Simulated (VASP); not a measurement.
Input of a VASP 6.6.1 run:

The input POSCAR:

```
TePb
1.0
    0.0000000000      3.2310000000      3.2310000000
    3.2310000000      0.0000000000      3.2310000000
    3.2310000000      3.2310000000      0.0000000000
Pb Te
1 1
Direct
    0.0000000000      0.0000000000      0.0000000000
    0.5000000000      0.5000000000      0.5000000000
```

Contents of INCAR.step1:

```
SYSTEM = TePb
ALGO     = Normal         ! electronic algorithm
EDIFF    = 1E-4           ! SCF threshold, eV
ENCUT    = 600            ! plane-wave cutoff, eV
GGA      = PE             ! functional
ISMEAR   = -1             ! smearing method
LASPH    = .True.         ! aspherical terms in the spheres
LCHARG   = .False.        ! write CHGCAR
LREAL    = .False.        ! projectors in reciprocal space
LWAVE    = .True.         ! write WAVECAR
NELM     = 80             ! most SCF steps
PREC     = Accurate       ! precision mode
SIGMA    = 0.05           ! smearing width, eV
```

INCAR.step2

```
SYSTEM = TePb
ALGO     = Normal         ! electronic algorithm
BPARAM   = 11.95        
CPARAM   = 0.0093       
EDIFF    = 1E-6           ! SCF threshold, eV
EDIFFG   = -0.01          ! ionic threshold
ENCUT    = 600            ! plane-wave cutoff, eV
IBRION   = 2              ! ionic algorithm
ISIF     = 3              ! what is computed and relaxed
ISMEAR   = -1             ! smearing method
ISTART   = 1            
IVDW_NL  = 2            
LASPH    = .True.         ! aspherical terms in the spheres
LCHARG   = .False.        ! write CHGCAR
LMIXTAU  = .True.       
LREAL    = .False.        ! projectors in reciprocal space
LUSE_VDW = .True.       
LWAVE    = .False.        ! write WAVECAR
METAGGA  = R2SCAN         ! meta-GGA
NELM     = 80             ! most SCF steps
NSW      = 60             ! ionic steps
PREC     = Accurate       ! precision mode
SIGMA    = 0.05           ! smearing width, eV
```

KPOINTS

```
k-points
0
Gamma
  7 7 7
  0 0 0
```

Potentials or basis: VASP PAW PBE potentials, release 64 (Pb_d, Te).

Run with:

```bash
$ cat potpaw_PBE.64/Pb_d/POTCAR potpaw_PBE.64/Te/POTCAR > POTCAR
$ cp INCAR.step1 INCAR
$ mpirun -np 1 vasp_std > vasp.out
$ cp INCAR.step2 INCAR
$ mpirun -np 1 vasp_std > vasp.out
```

Problem. Estimate the relaxed volume.

Solution. 34.31 Å³/atom.

Problem. What does it give for the relaxed cell?

Solution. a = 4.596 Å, b = 4.596 Å, c = 4.596 Å, α = 60.00°, β = 60.00°, γ = 60.00°.

Problem. What does it give for the space group after relaxing (to 0.1 Å)?

Solution. Fm-3m (No. 225).

Final structure:
```
Pb Te
1.0
     0.00000    3.24951    3.24951
     3.24951    0.00000    3.24951
     3.24951    3.24951    0.00000
Pb Te
1 1
Direct
  0.00000 0.00000 0.00000
  0.50000 0.50000 0.50000
```

Caveat: the PAW data sets were made with another functional, which shifts forces and pressure a little. Zero-point motion and thermal expansion aren't in these numbers.
